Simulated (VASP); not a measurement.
InGaAs2:

```xyz
4
Lattice="4.2150 0.0000 0.0000 0.0000 4.2150 0.0000 0.0000 0.0000 5.9898" Properties=species:S:1:pos:R:3 pbc="T T T"
In    0.0000    0.0000    2.9949
Ga    2.1075    2.1075    0.0000
As    2.1075    0.0000    4.6086
As    0.0000    2.1075    1.3812
```

```yaml
Program: VASP 6.6.1
Task: relaxation of cell and atoms
Functional: r2SCAN
Potentials_or_basis: VASP PAW PBE potentials, release 64 (In_d, Ga_d, As)
Cutoff: 600 eV
k_mesh: 6 × 6 × 4
Occupations: fermi-dirac, width 0.02 eV
Spin: no spin polarisation
```

At the start: pressure -2.4 GPa; volume 26.60 Å³/atom.

Where does the relaxation end?

Over 11 steps the energy falls by 8.4 meV/atom and the volume is 25.53 Å³/atom (-4.0 %); space group P-4m2 (No. 115, to 0.1 Å) before and after.

The path:
```tsv
step	energy change (eV)	largest force (eV/Å)	pressure (GPa)	volume (Å³)
1	0.0000	0.0039	-2.37	106.42
2	-0.0278	0.0538	1.19	100.47
3	-0.0335	0.0357	0.01	102.13
4	-0.0334	0.0347	-0.04	102.21
5	-0.0335	0.0164	-0.03	102.20
6	-0.0336	0.0037	-0.04	102.20
7	-0.0336	0.0192	-0.03	102.18
8	-0.0336	0.0034	-0.03	102.19
9	-0.0336	0.0018	-0.03	102.19
10	-0.0336	0.0002	0.02	102.10
11	-0.0336	0.0006	0.00	102.12
```

Final structure:
```cif
data_structure
_symmetry_space_group_name_H-M 'P 1'
_symmetry_Int_Tables_number 1
_cell_length_a 4.1559
_cell_length_b 4.1559
_cell_length_c 5.9126
_cell_angle_alpha 90.000
_cell_angle_beta 90.000
_cell_angle_gamma 90.000
_cell_volume 102.12
loop_
_atom_site_label
_atom_site_type_symbol
_atom_site_fract_x
_atom_site_fract_y
_atom_site_fract_z
_atom_site_occupancy
In1 In 0.00000 0.00000 0.50000 1
Ga1 Ga 0.50000 0.50000 0.00000 1
As1 As 0.50000 0.00000 0.76990 1
As2 As 0.00000 0.50000 0.23010 1
```

Caveat: the PAW data sets were made with another functional, which shifts forces and pressure a little.
